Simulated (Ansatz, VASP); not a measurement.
SiC in VASP and in Ansatz

POSCAR

```
SiC
1.0
    0.0000000000      2.1780523510      2.2216133981
    2.1780523510      0.0000000000      2.2216133981
    2.1780523510      2.1780523510      0.0000000000
Si C
1 1
Direct
    0.0000000000      0.0000000000      0.0000000000
    0.2500000000      0.2500000000      0.2500000000
```

Contents of INCAR.step1:

```
  ALGO = Normal
  EDIFF = 1E-5
  ENCUT = 520
  GGA = PE
  ISIF = 2
  ISMEAR = 0
  LASPH = T
  LCHARG = F
  LREAL = F
  LWAVE = T
  NBANDS = 11
  NELM = 60
  PREC = Accurate
  SIGMA = 0.01
```

The input INCAR.step2:

```
  ALGO = Normal
  EDIFF = 1E-6
  ENCUT = 520
  GGA = PE
  HFSCREEN = 0.2079
  ISIF = 2
  ISMEAR = 0
  ISTART = 1
  LASPH = T
  LCHARG = F
  LHFCALC = T
  LREAL = F
  LWAVE = F
  NBANDS = 11
  NELM = 60
  PREC = Accurate
  PRECFOCK = Normal
  SIGMA = 0.01
```

KPOINTS

```
k-points
0
Gamma
  8 8 8
```

Input for Ansatz:

```yaml
crystal:
  lattice:
    - [0.0, 2.178052351, 2.2216133981]
    - [2.178052351, 0.0, 2.2216133981]
    - [2.178052351, 2.178052351, 0.0]
  atoms:
    - { symbol: Si, position: [0.0, 0.0, 0.0] }
    - { symbol: C, position: [0.25, 0.25, 0.25] }
kpoints:
  mp_grid: { grid: [8, 8, 8] }
  band_path:
    path:
      - [0.0, 0.0, 0.0]
      - [-0.5, -0.5, 0.0]
      - [-0.375, -0.375, 0.25]
      - [-0.375, 0.0, 0.375]
      - [0.0, 0.0, 0.5]
      - [-0.5, -0.25, 0.25]
      - [0.0, 0.5, 0.5]
    npoints: 1
hamiltonian:
  xc: hse06
scf:
  occupations: { method: fixed }
  n_extra_bands: 4
output:
  forces: true
  stress: true
  eigenvalues: true
  write_density: true
  write_potential: true
  elf: true
  volumetric_format: npy
```

Change from the starting cell: uniaxial_z strain +2.0%.

Alike in both runs: task single point; functional HSE06; k mesh 8 × 8 × 8; no spin polarisation.

|  | VASP | Ansatz |
| --- | --- | --- |
| version | VASP 6.6.1 | Ansatz 0.2.0 |
| potentials or method | VASP PAW PBE potentials, release 64 (Si, C) | plane waves, PAW |
| plane-wave cutoff (eV) | 520 | 420 |
| occupations | gaussian, width 0.01 eV | fixed |
| valence electrons in the cell | 8 | 8 |

```csv
,VASP,Ansatz,Ansatz less VASP
gap on the k mesh at the Fermi level (eV),2.13,2.13,-0.004
pressure (GPa),-5.9,-5.5,+0.36
"traceless stress, the component that is largest in VASP (GPa)",-3.79,-3.77,+0.023
```

Ansatz's warnings: stress exchange threshold loose, stress scf threshold loose.
